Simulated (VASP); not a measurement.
Runs of VASP 6.6.1 on ZrO2 (Cubic zirconia). The structure is that of space group Fm-3m (No. 225), or close to it. The cells are those of the table. 

```csv
cell,gap on the mesh (eV),pressure (GPa)
"a = 3.585 Å, angles 60.0°, 3 atoms",3.39,(b)
"a = 3.512 Å, angles 60.0°, 3 atoms",3.55,25.5
"a = 3.609 Å, angles 60.0°, 3 atoms",(c),1.8
"a = 3.655 Å, angles 60.0°, 3 atoms",(a),-6.9
"a = 3.561 Å, angles 60.0°, 3 atoms",3.44,12.4
```

Alike in all rows: task single point; level PBE; potentials or basis VASP PAW PBE potentials, release 64 (Zr_sv, O); no spin polarisation; k mesh 6 × 6 × 6; cutoff (eV) 600; smearing gaussian 0.01 eV.

**Question.** Fill in the values left out.

**Answer.** (a) 3.22; (b) 6.9; (c) 3.33.

A k mesh can miss the band edges, and the runs leave out spin-orbit coupling on Zr.
